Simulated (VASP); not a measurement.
Input of a VASP 6.6.1 run:

Contents of POSCAR:

```
SnTe
1.0
    0.0000000000      3.2519068128      3.2519068128
    3.2519068128      0.0000000000      3.2519068128
    3.2519068128      3.2519068128      0.0000000000
Sn Te
1 1
Direct
    0.0000000000      0.0000000000      0.0000000000
    0.5000000000      0.5000000000      0.5000000000
```

The input INCAR.step1:

```
SYSTEM = SnTe
PREC = Accurate
ENCUT = 520
ISMEAR = -1
SIGMA = 0.02
LREAL = .False.
LASPH = .True.
NELM = 80
NBANDS = 17
GGA = PE
ALGO = Normal
EDIFF = 1E-4
LWAVE = .True.
LCHARG = .False.
```

The input INCAR.step2:

```
SYSTEM = SnTe
PREC = Accurate
ENCUT = 520
EDIFF = 1E-6
ISMEAR = -1
SIGMA = 0.02
LREAL = .False.
LASPH = .True.
NELM = 80
ALGO = Normal
ISIF = 2
LWAVE = .False.
LCHARG = .False.
METAGGA = R2SCAN
LMIXTAU = .True.
NBANDS = 17
ISTART = 1
```

Contents of KPOINTS:

```
regular mesh
0
Gamma
  6 6 6
  0 0 0
```

Potentials or basis: VASP PAW PBE potentials, release 64 (Sn_d, Te).

Launch:

```sh
$ cat potpaw_PBE.64/Sn_d/POTCAR potpaw_PBE.64/Te/POTCAR > POTCAR
$ cp INCAR.step1 INCAR
$ mpirun -np 1 vasp_std > vasp.out
$ cp INCAR.step2 INCAR
$ mpirun -np 1 vasp_std > vasp.out
```

(1) What does it give for the band gap on the k mesh?

(2) Estimate the pressure.

Results:

(1) 0.31 eV.

(2) -2.3 GPa.

Caveat: the PAW data sets were made with another functional, which shifts forces and pressure a little; spin-orbit coupling is left out, which moves the levels of the heavy elements.
